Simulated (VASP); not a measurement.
# C (R-3m) in VASP: a series of runs

The runs below take C through single point, with LDA.

Everything below comes from runs of VASP 6.6.1. Logs are shortened: lines on timing, memory, paths and dates and some standing lists are left out, and cuts for length are marked.

### Step 1. The cell of the first run

Symmetry: R-3m, No. 166, trigonal system. Conventional cell: a = 2.491 Å, b = 2.491 Å, c = 28.916 Å, α = 90.00°, β = 90.00°, γ = 120.00°. C (site symmetry 3m) has 4 C at 1.44 to 1.52 Å within 1.9 Å. Within 1.9 Å of C (site symmetry 3m) lie 4 C at 1.44 to 1.52 Å. Within 1.9 Å of C (site symmetry 3m) lie 4 C at 1.44 to 1.52 Å. C (site symmetry 3m) has 4 C at 1.46 to 1.52 Å within 1.9 Å. Within 1.9 Å of C (site symmetry 3m) lie 4 C at 1.46 to 1.52 Å.

### Step 2. Single point, LDA (strain -0.0600 x Voigt [0, 0, 1, 0, 0, 0])

File INCAR:

```
SYSTEM = C
PREC = Accurate
ENCUT = 520
EDIFF = 1E-7
ISMEAR = 0
SIGMA = 0.05
LREAL = .False.
LASPH = .True.
NELM = 60
ALGO = Normal
ISIF = 2
LWAVE = .False.
LCHARG = .True.
GGA = CA
LELF = .True.
LVHAR = .True.
NBANDS = 31
```

File KPOINTS:

```
regular mesh
0
Gamma
  12 12 12
  0 0 0
```

File POSCAR:

```
C
1.0
    1.2456453765      0.7191736934      9.6386449503
   -1.2456453765      0.7191736934      9.6386449503
    0.0000000000     -1.4383473869      9.6386449503
C
10
Direct
    0.0248185524      0.0248185524      0.0248185524
    0.9751814476      0.9751814476      0.9751814476
    0.1086956498      0.1086956498      0.1086956498
    0.8913043502      0.8913043502      0.8913043502
    0.1583656632      0.1583656632      0.1583656632
    0.8416343368      0.8416343368      0.8416343368
    0.3748645768      0.3748645768      0.3748645768
    0.6251354232      0.6251354232      0.6251354232
    0.4253218689      0.4253218689      0.4253218689
    0.5746781311      0.5746781311      0.5746781311
```

Potentials or basis: VASP PAW LDA potentials, release 64 (C).

On the command line:

```sh
> cat potpaw_LDA.64/C/POTCAR > POTCAR
> mpirun -np 1 vasp_std > vasp.out
```

OUTCAR:

```text
SYSTEM = C
   PREC = Accurate
   ENCUT = 520
   EDIFF = 1E-7
   ISMEAR = 0
   LREAL = .False.
   LASPH = .True.
   NELM = 60
   ISIF = 2
   GGA = CA

 ion  position               nearest neighbor table
   1  0.025  0.025  0.025-   2 1.44   7 1.52   7 1.52   7 1.52
   2  0.975  0.975  0.975-   1 1.44   8 1.52   8 1.52   8 1.52
   3  0.109  0.109  0.109-   5 1.44   9 1.52   9 1.52   9 1.52
   4  0.891  0.891  0.891-   6 1.44  10 1.52  10 1.52  10 1.52
   5  0.158  0.158  0.158-   3 1.44   6 1.52   6 1.52   6 1.52
   6  0.842  0.842  0.842-   4 1.44   5 1.52   5 1.52   5 1.52
   7  0.375  0.375  0.375-   9 1.46   1 1.52   1 1.52   1 1.52
   8  0.625  0.625  0.625-  10 1.46   2 1.52   2 1.52   2 1.52
   9  0.425  0.425  0.425-   7 1.46   3 1.52   3 1.52   3 1.52
  10  0.575  0.575  0.575-   8 1.46   4 1.52   4 1.52   4 1.52

  LATTYP: Found a trigonal (rhomboedric) cell.
 ALAT       =     9.7453742711
 COS(alpha) =     0.9673245339

  Lattice vectors:

 A1 = (   1.2456453765,   0.7191736934,   9.6386449503)
 A2 = (  -1.2456453765,   0.7191736934,   9.6386449503)
 A3 = (   0.0000000000,  -1.4383473869,   9.6386449503)

Analysis of symmetry for initial positions (statically):
=====================================================================
 Subroutine PRICEL returns:
 Original cell was already a primitive cell.

 Routine SETGRP: Setting up the symmetry group for a
 trigonal (rhombohedral) supercell.

 Subroutine GETGRP returns: Found 12 space group operations
 (whereof 12 operations were pure point group operations)
 out of a pool of 12 trial point group operations.

The static configuration has the point symmetry D_3d.

Analysis of symmetry for dynamics (positions and initial velocities):
=====================================================================
 Subroutine PRICEL returns:
 Original cell was already a primitive cell.

 Routine SETGRP: Setting up the symmetry group for a
 trigonal (rhombohedral) supercell.

 Subroutine GETGRP returns: Found 12 space group operations
 (whereof 12 operations were pure point group operations)
 out of a pool of 12 trial point group operations.

The dynamic configuration has the point symmetry D_3d.

 Subroutine INISYM returns: Found 12 space group operations
 (whereof 12 operations are pure point group operations),
 and found     1 'primitive' translations

----------------------------------------------------------------------------------------

[... 117 lines left out ...]
   TEBEG  =    0.0;   TEEND  =   0.0 temperature during run
   PSTRESS=    0.0 pullay stress
   NELECT =      40.0000    total number of electrons
   NUPDOWN=      -1.0000    fix difference up-down
   EMIN   =  10.00;   EMAX   =-10.00  energy-range for DOS
   EFERMI =   0.00;   METHOD = LEGACY
   ISMEAR =     0;   SIGMA  =   0.05  broadening in eV -4-tet -1-fermi 0-gaus
   EFERMI_NEDOS =   21; number of points for ismear=-14 and -15
   IALGO  =     38    algorithm
   IMIX   =      4    mixing-type and parameters
     AMIX     =   0.40;   BMIX     =  1.00
     AMIX_MAG =   1.60;   BMIX_MAG =  1.00
  volume/ion in A,a.u.               =       5.18        34.96
  Fermi-wavevector in a.u.,A,eV,Ry     =   1.501861  2.838105 30.689108  2.255586
  Thomas-Fermi vector in A             =   2.613176
   LORBIT       =      0    0 simple, 1 ext, 2 COOP (PROOUT), +10 PAW based schemes
   GGA     = CA    functional components
   LHFCALC =     F    Hartree Fock is set to
   AEXX    =    0.0000 exact exchange contribution
   IVDW    =     0    specifies the selected vdW correction
   LEPSILON=     F    determine dielectric tensor
   LRPA    =     F    only Hartree local field effects (RPA)
 non-spin polarized calculation
 Gauss-broadening in eV      SIGMA  =   0.05
  energy-cutoff  :      520.00
  volume of cell :       51.81
 maximum number of plane-waves:      1415
   NGX = 37   NGY = 37   NGZ = 37

 number of electron      40.0000001 magnetization

 Free energy of the ion-electron system (eV)
  ---------------------------------------------------
  ext. energy  EPLUGINS =         0.00000000
  ---------------------------------------------------
  free energy    TOTEN  =      -100.16104746 eV

  energy without entropy =     -100.16104746  energy(sigma->0) =     -100.16104746

 E-fermi :  11.4825     XC(G=0): -13.9366

 val. band max:       11.2667721306   @ k =   0.0000   0.0000   0.0000
 cond. band min:      15.1265264282   @ k =   0.5000   0.5000  -0.0000
 fundamental gap:      3.8597542976
 Fermi energy:        11.4824982366

 k-point     1 :       0.0000    0.0000    0.0000
  band No.  band energies     occupation
      1     -11.4946      2.00000
      2     -10.2642      2.00000
      3     -10.2061      2.00000
      4      -6.5440      2.00000
      5      -6.5232      2.00000
      6      -0.5766      2.00000
[... 805 lines left out ...]
     30      22.6703      0.00000
     31      22.8919      0.00000

 [... further k-points ...]

------------------------ aborting loop because EDIFF is reached ----------------------------------------

  FORCE on cell =-STRESS in cart. coord.  units (eV):
  Direction    XX          YY          ZZ          XY          YZ          ZX
  --------------------------------------------------------------------------------------
  -------------------------------------------------------------------------------------
  Total        1.6788184      1.6788184     32.7283597      0.0000000     -0.0000000      0.0000000
  in kB       51.9181064     51.9181064   1012.1371731      0.0000000     -0.0000000      0.0000000
  external PRESSURE =     371.9911286 kB  Pullay stress =       0.0000000 kB

 VOLUME and BASIS-vectors are now :
 -----------------------------------------------------------------------------
  energy-cutoff  :      520.00
  volume of cell :       51.81
      direct lattice vectors                 reciprocal lattice vectors
     1.245645376  0.719173693  9.638644950     0.401398351  0.231747446  0.034583008
    -1.245645376  0.719173693  9.638644950    -0.401398351  0.231747446  0.034583008
     0.000000000 -1.438347387  9.638644950     0.000000000 -0.463494892  0.034583008

 POSITION                                       TOTAL-FORCE (eV/Angst)
 -----------------------------------------------------------------------------------
      0.00000     -0.00000      0.71765         0.000000     -0.000000      0.638715
      0.00000     -0.00000     28.19828         0.000000      0.000000     -0.638715
      0.00000     -0.00000      3.14304         0.000000      0.000000     -0.624188
      0.00000     -0.00000     25.77290         0.000000     -0.000000      0.624188
      0.00000     -0.00000      4.57929         0.000000     -0.000000      0.858944
      0.00000     -0.00000     24.33664         0.000000      0.000000     -0.858944
      0.00000     -0.00000     10.83956         0.000000      0.000000     -0.742229
      0.00000     -0.00000     18.07638         0.000000     -0.000000      0.742229
      0.00000     -0.00000     12.29858         0.000000     -0.000000      0.746097
      0.00000     -0.00000     16.61736         0.000000      0.000000     -0.746097
 -----------------------------------------------------------------------------------
    total drift:                               -0.000000     -0.000000      0.000000

  FREE ENERGIE OF THE ION-ELECTRON SYSTEM (eV)
  ---------------------------------------------------
  free  energy   TOTEN  =      -100.1610474612 eV

  energy  without entropy=     -100.1610474612  energy(sigma->0) =     -100.16104746
```

OSZICAR:

```text
N       E                     dE             d eps       ncg     rms          rms(c)
DAV:   1     0.810277106988E+02    0.81028E+02   -0.21590E+04 11718   0.127E+03
DAV:   2    -0.987925885739E+02   -0.17982E+03   -0.17236E+03 14787   0.248E+02
DAV:   3    -0.105294172462E+03   -0.65016E+01   -0.64683E+01 15522   0.431E+01
DAV:   4    -0.105348749043E+03   -0.54577E-01   -0.54487E-01 15951   0.425E+00
DAV:   5    -0.105349381509E+03   -0.63247E-03   -0.63228E-03 15539   0.424E-01    0.144E+01
DAV:   6    -0.101486178582E+03    0.38632E+01   -0.26663E+00 13644   0.821E+00    0.835E+00
DAV:   7    -0.100165005508E+03    0.13212E+01   -0.32319E+00 14032   0.918E+00    0.185E+00
DAV:   8    -0.100161244948E+03    0.37606E-02   -0.96164E-02 14859   0.165E+00    0.120E-01
DAV:   9    -0.100161031182E+03    0.21377E-03   -0.14234E-03 15441   0.231E-01    0.479E-02
DAV:  10    -0.100161047307E+03   -0.16124E-04   -0.92414E-05 14805   0.549E-02    0.178E-02
DAV:  11    -0.100161047465E+03   -0.15854E-06   -0.41005E-06 15522   0.119E-02    0.457E-03
DAV:  12    -0.100161047461E+03    0.40509E-08   -0.67781E-07 14913   0.476E-03
   1 F= -.10016105E+03 E0= -.10016105E+03  d E =-.278923E-12
```

stdout:

```text
POSCAR found type information on POSCAR C
 POSCAR found :  1 types and      10 ions
 scaLAPACK will be used
 LDA part: xc-table for (Slater(with rela. corr.)+CA(PZ))
 , standard interpolation
 POSCAR, INCAR and KPOINTS ok, starting setup
 FFT: planning ... GRIDC
 FFT: planning ... GRID_SOFT
 FFT: planning ... GRID
 WAVECAR not read
 entering main loop
```

It took 27 min on 1 thread of Intel Xeon 6975P-C (Granite Rapids), shared host; peak memory 0.61 GiB.

Results:

```yaml
Free_energy: -100.1610 eV
Pressure: 37.2 GPa
Largest_force: 0.859 eV/Å
Band_gap_on_the_k_mesh: 3.86 eV (least direct gap 4.74 eV)
```

Forces in eV/Å, atoms in the order of the input:
```
C    0.000  0.000  0.639
C    0.000  0.000 -0.639
C    0.000  0.000 -0.624
C    0.000  0.000  0.624
C    0.000  0.000  0.859
C    0.000  0.000 -0.859
C    0.000  0.000 -0.742
C    0.000  0.000  0.742
C    0.000  0.000  0.746
C    0.000  0.000 -0.746
```

Stress tensor (GPa, compression positive):
```
  5.19   0.00   0.00
  0.00   5.19   0.00
  0.00   0.00 101.21
```

Levels at points of the mesh, in eV from the valence-band top:
```csv
k point,band 18,band 19,band 20,band 21,band 22,band 23
"(0.00, 0.00, 0.00)",-0.34,0.00,0.00,4.74,4.74,6.55
"(0.50, 0.00, 0.00)",-4.94,-3.76,-2.89,4.13,4.15,6.30
"(0.50, 0.50, 0.00)",-4.34,-3.59,-3.56,3.86,4.95,5.03
"(0.50, 0.50, 0.50)",-0.69,-0.63,-0.63,5.42,5.42,5.57
```

Caveat: the cell differs from its parent crystal (strain -0.0600 x Voigt [0, 0, 1, 0, 0, 0]); the cell stands under pressure. A k mesh can miss the band edges.

[end of part 1 of 2]
